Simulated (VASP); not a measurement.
# Al3GaN4 (Pm) in VASP: a series of runs, part 2 of 2

VASP 6.6.1. The steps go on from the part before.

**4. Single point, PBEsol (atom 1 (Al) moved -0.100 Å towards its neighbour atom 2 (Al) at 3.095 Å)**

File INCAR:

```
SYSTEM = Al3GaN4
  ALGO = Normal
  EDIFF = 1E-6
  ENCUT = 520
  GGA = PS
  ISIF = 2
  ISMEAR = 0
  LASPH = .True.
  LCHARG = .True.
  LELF = .True.
  LREAL = .False.
  LVHAR = .True.
  LWAVE = .False.
  NBANDS = 31
  NELM = 80
  PREC = Accurate
  SIGMA = 0.05
```

File KPOINTS:

```
k-points
0
Gamma
  6 8 4
  0 0 0
```

File POSCAR:

```
Al3GaN4
1.0
    5.0434079743      0.0000000000      0.0001149899
    0.0000000000      3.1300738979      0.0000000000
   -0.0032362578      0.0000000000      5.4179919454
Al Ga N
3 1 4
Direct
    0.5163602863      0.5000000000      0.1780717899
    0.0009207031      0.5000000000      0.8348055926
    0.0010880657      0.0000000000      0.3316926346
    0.4994217128      0.0000000000      0.6662009018
    0.1111724737      0.0000000000      0.6663292504
    0.1224543244      0.5000000000      0.1671578642
    0.6251234792      0.5000000000      0.8401923549
    0.6231881982      0.0000000000      0.3262928352
```

Started as:

```sh
cat potpaw_PBE.64/Al/POTCAR potpaw_PBE.64/Ga_d/POTCAR potpaw_PBE.64/N/POTCAR > POTCAR
mpirun -np 1 vasp_std > vasp.out
```

It took 4.4 min on 1 thread of Intel Xeon 8259CL, shared host; peak memory 0.29 GiB.

Results (log left out):

```yaml
Free_energy: -59.9683 eV
Pressure: 0.2 GPa
Largest_force: 1.949 eV/Å
Band_gap_on_the_k_mesh: 3.39 eV
```

Forces in eV/Å, atoms in the order of the input:
```
Al  -1.406  0.000 -1.350
Al   0.205  0.000  0.060
Al   0.454  0.000 -0.025
Ga  -0.121  0.000  0.427
N    0.034  0.000 -0.080
N    0.321  0.000  0.178
N    0.040  0.000  0.205
N    0.473  0.000  0.586
```

Stress tensor (GPa, compression positive):
```
-1.39  0.00  0.38
 0.00  2.24  0.00
 0.38  0.00 -0.18
```

Levels at points of the mesh, in eV from the valence-band top:
| k point | band 17 | band 18 | band 19 | band 20 | band 21 | band 22 | band 23 | band 24 | band 25 | band 26 |
| --- | --- | --- | --- | --- | --- | --- | --- | --- | --- | --- |
| (0.00, 0.00, 0.00) | -0.92 | -0.71 | -0.20 | -0.10 | 0.00 | 3.39 | 5.36 | 5.81 | 5.96 | 7.45 |
| (0.50, 0.00, 0.00) | -1.34 | -0.61 | -0.61 | -0.49 | -0.45 | 4.74 | 5.08 | 5.57 | 6.09 | 8.44 |
| (0.00, 0.50, 0.00) | -2.87 | -1.95 | -1.92 | -1.71 | -1.39 | 5.47 | 5.69 | 7.35 | 7.64 | 7.98 |
| (0.50, 0.50, 0.00) | -2.94 | -1.34 | -1.16 | -1.08 | -0.99 | 6.09 | 6.13 | 6.36 | 6.51 | 8.27 |
| (0.00, 0.00, 0.50) | -1.60 | -0.71 | -0.59 | -0.41 | -0.22 | 5.44 | 5.61 | 6.88 | 7.23 | 7.82 |
| (0.50, 0.00, 0.50) | -1.65 | -1.51 | -1.17 | -1.04 | -0.78 | 5.84 | 5.98 | 6.17 | 6.44 | 8.04 |
| (0.00, 0.50, 0.50) | -2.27 | -2.10 | -1.81 | -0.80 | -0.75 | 5.08 | 5.47 | 5.56 | 5.94 | 7.02 |
| (0.50, 0.50, 0.50) | -1.57 | -1.51 | -1.49 | -1.32 | -1.28 | 4.57 | 4.82 | 5.01 | 5.28 | 7.72 |

Caveat: the cell differs from its parent crystal (atom 1 (Al) moved -0.100 Å towards its neighbour atom 2 (Al) at 3.095 Å); the PAW data sets were made with another functional, which shifts forces and pressure a little. A k mesh can miss the band edges.

**5. Single point, PBEsol (atom 1 (Al) moved +0.050 Å towards its neighbour atom 2 (Al) at 3.095 Å)**

File INCAR:

```
  PREC = Accurate
  ENCUT = 520
  EDIFF = 1E-7
  ISMEAR = 0
  SIGMA = 0.05
  LREAL = F
  LASPH = T
  NELM = 80
  ALGO = Normal
  ISIF = 2
  LWAVE = F
  LCHARG = F
  GGA = PS
  NBANDS = 31
```

File KPOINTS:

```
regular mesh
0
Gamma
  6 8 4
```

Changes to POSCAR since step 4:

```diff
@@ -8,3 +8,3 @@
 Direct
-    0.5163602863      0.5000000000      0.1780717899
+    0.4921649212      0.5000000000      0.1619584543
     0.0009207031      0.5000000000      0.8348055926
```

Started as:

```sh
cat potpaw_PBE.64/Al/POTCAR potpaw_PBE.64/Ga_d/POTCAR potpaw_PBE.64/N/POTCAR > POTCAR
mpirun -np 1 vasp_std > vasp.out
```

Run time: 4.1 min. Hardware: 1 thread of Intel Xeon 8259CL, shared host; peak memory 0.29 GiB.

It converged, with:

- Free energy: -60.0401 eV
- Pressure: 0.0 GPa
- Largest force: 1.069 eV/Å
- Band gap on the k mesh: 3.46 eV

Forces in eV/Å, atoms in the order of the input:
```
Al   0.855  0.000  0.641
Al  -0.118  0.000 -0.032
Al  -0.222  0.000  0.015
Ga   0.068  0.000 -0.211
N   -0.004  0.000  0.041
N   -0.310  0.000 -0.086
N   -0.031  0.000 -0.123
N   -0.238  0.000 -0.245
```

Stress tensor (GPa, compression positive):
```
 1.01  0.00 -0.31
 0.00 -0.84  0.00
-0.31  0.00 -0.02
```

Levels at points of the mesh, in eV from the valence-band top:
```tsv
k point	band 19	band 20	band 21	band 22	band 23	band 24
(0.00, 0.00, 0.00)	-0.09	-0.07	0.00	3.46	5.37	5.82
(0.50, 0.00, 0.00)	-0.76	-0.30	-0.21	4.75	5.15	5.63
(0.00, 0.50, 0.00)	-1.83	-1.62	-1.55	5.49	5.63	7.60
(0.50, 0.50, 0.00)	-1.22	-1.17	-0.92	6.02	6.38	6.43
(0.00, 0.00, 0.50)	-0.46	-0.45	-0.27	5.43	5.75	6.88
(0.50, 0.00, 0.50)	-1.22	-0.98	-0.78	5.76	6.08	6.28
(0.00, 0.50, 0.50)	-1.94	-0.83	-0.64	5.12	5.51	5.75
(0.50, 0.50, 0.50)	-1.45	-1.39	-1.19	4.63	5.01	5.01
```

Caveat: the cell differs from its parent crystal (atom 1 (Al) moved +0.050 Å towards its neighbour atom 2 (Al) at 3.095 Å); the PAW data sets were made with another functional, which shifts forces and pressure a little. A k mesh can miss the band edges.

**6. Single point, PBEsol (atom 1 (Al) moved +0.200 Å towards its neighbour atom 2 (Al) at 3.095 Å)**

File INCAR:

```
PREC = Accurate
ENCUT = 520
EDIFF = 1E-6
ISMEAR = 0
SIGMA = 0.05
LREAL = False
LASPH = True
NELM = 80
ALGO = Normal
ISIF = 2
LWAVE = False
LCHARG = False
GGA = PS
NBANDS = 31
```

KPOINTS is that of step 5.

Changes to POSCAR since step 5:

```diff
@@ -8,3 +8,3 @@
 Direct
-    0.4921649212      0.5000000000      0.1619584543
+    0.4679695561      0.5000000000      0.1458451188
     0.0009207031      0.5000000000      0.8348055926
```

Potentials or basis: VASP PAW PBE potentials, release 64 (Al, Ga_d, N).

Started as:

```sh
cat potpaw_PBE.64/Al/POTCAR potpaw_PBE.64/Ga_d/POTCAR potpaw_PBE.64/N/POTCAR > POTCAR
mpirun -np 1 vasp_std > vasp.out
```

Run time: 4.3 min. Hardware: 1 thread of Intel Xeon 8259CL, shared host; peak memory 0.29 GiB.

The run converged. Its results:

```
Free energy            : -59.6177 eV
Pressure               : 1.4 GPa
Largest force          : 4.707 eV/Å
Band gap on the k mesh : 3.01 eV
```

Forces in eV/Å, atoms in the order of the input:
```
Al   4.127  0.000  2.263
Al  -0.546  0.000 -0.170
Al  -0.866  0.000  0.080
Ga   0.281  0.000 -0.849
N   -0.043  0.000  0.177
N   -2.011  0.000 -0.249
N   -0.083  0.000 -0.426
N   -0.860  0.000 -0.826
```

Stress tensor (GPa, compression positive):
```
 6.11  0.00 -1.71
 0.00 -1.90  0.00
-1.71  0.00  0.11
```

Levels at points of the mesh, in eV from the valence-band top:
| k point | band 17 | band 18 | band 19 | band 20 | band 21 | band 22 | band 23 | band 24 | band 25 | band 26 |
| --- | --- | --- | --- | --- | --- | --- | --- | --- | --- | --- |
| (0.00, 0.00, 0.00) | -1.48 | -0.94 | -0.53 | -0.32 | 0.00 | 3.01 | 4.88 | 5.39 | 5.45 | 7.27 |
| (0.50, 0.00, 0.00) | -1.60 | -1.38 | -1.34 | -0.45 | -0.11 | 4.28 | 4.63 | 5.34 | 5.41 | 7.96 |
| (0.00, 0.50, 0.00) | -3.35 | -2.35 | -2.26 | -2.10 | -1.76 | 4.83 | 5.34 | 7.08 | 7.37 | 7.56 |
| (0.50, 0.50, 0.00) | -3.22 | -1.92 | -1.62 | -1.44 | -1.22 | 5.44 | 5.87 | 6.01 | 6.40 | 7.70 |
| (0.00, 0.00, 0.50) | -2.12 | -1.20 | -0.80 | -0.74 | -0.26 | 4.89 | 5.39 | 6.39 | 6.90 | 7.25 |
| (0.50, 0.00, 0.50) | -1.98 | -1.83 | -1.71 | -1.28 | -0.52 | 5.09 | 5.63 | 5.82 | 6.07 | 7.59 |
| (0.00, 0.50, 0.50) | -2.66 | -2.52 | -2.17 | -1.17 | -0.89 | 4.69 | 5.00 | 5.14 | 5.65 | 6.42 |
| (0.50, 0.50, 0.50) | -2.16 | -1.93 | -1.57 | -1.52 | -1.36 | 4.22 | 4.33 | 4.49 | 5.13 | 7.32 |

Caveat: the cell differs from its parent crystal (atom 1 (Al) moved +0.200 Å towards its neighbour atom 2 (Al) at 3.095 Å); the stress differs along the axes, from -2 to 6 GPa; the PAW data sets were made with another functional, which shifts forces and pressure a little.

**7. Overview**

```csv
cell,gap on the mesh (eV),pressure (GPa),largest force (eV/Å)
"as given, atomic positions A",3.25,1.1,3.68
"as given, atomic positions B",3.21,0.8,3.41
"as given, atomic positions C",3.39,0.2,1.95
"as given, atomic positions D",3.46,0.0,1.07
"as given, atomic positions E",3.01,1.4,4.71
```

Alike in all rows: task single point; level PBEsol; potentials or basis VASP PAW PBE potentials, release 64 (Al, Ga_d, N); no spin polarisation; k mesh 6 × 8 × 4; cutoff (eV) 520; smearing gaussian 0.05 eV.

Caveats: the PAW data sets were made with another functional, which shifts forces and pressure a little; the stress differs along the axes, from -2 to 6 GPa (at least some runs); the stress differs along the axes, from -2 to 4 GPa (at least some runs).

Total energies depend on the potentials used, so only differences within one code and one set of settings carry meaning.
